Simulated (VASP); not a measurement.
Crystal: MnO.

```
Mn O
1.0
     0.00000    2.17851    2.17851
     2.17851    0.00000    2.17851
     2.17851    2.17851    0.00000
Mn O
1 1
Direct
  0.00000 0.00000 0.00000
  0.50000 0.50000 0.50000
```

Base run:

* Program: VASP 6.6.1
* Functional: RPBE
* Dispersion: D4
* Potentials or basis: VASP PAW PBE potentials, release 64 (Mn_pv, O)
* Cutoff: 520 eV
* k mesh: 10 × 10 × 10
* Occupations: fermi-dirac, width 0.05 eV
* Spin: collinear spin, ferromagnetic start
* Starting moments: [4.0, 0.0] μB

Its results: pressure 8.9 GPa; net moment 4.66 μB per cell; site moments Mn +4.25; O +0.19 μB.

Problem. The run is repeated on the same cell with these changes: potentials or basis from VASP PAW PBE potentials, release 64 (Mn_pv, O) to VASP PAW PBE potentials, release 64 (Mn_sv, O); cutoff from 520 eV to 600 eV; further incar settings from ALGO = Normal; EDIFF = 1e-06; NBANDS = 20 to ALGO = Normal; EDIFF = 1e-06; NBANDS = 22; valence electrons from 19 to 21. What comes out?

Solution. Pressure 6.5 GPa; net moment 4.66 μB per cell; site moments Mn +4.08; O +0.19 μB.

Caveats: the PAW data sets were made with another functional, which shifts forces and pressure a little; a cell with one magnetic atom can't hold antiferromagnetic order, which such compounds often take; pairwise dispersion overbinds metals, which lowers pressure and volume.
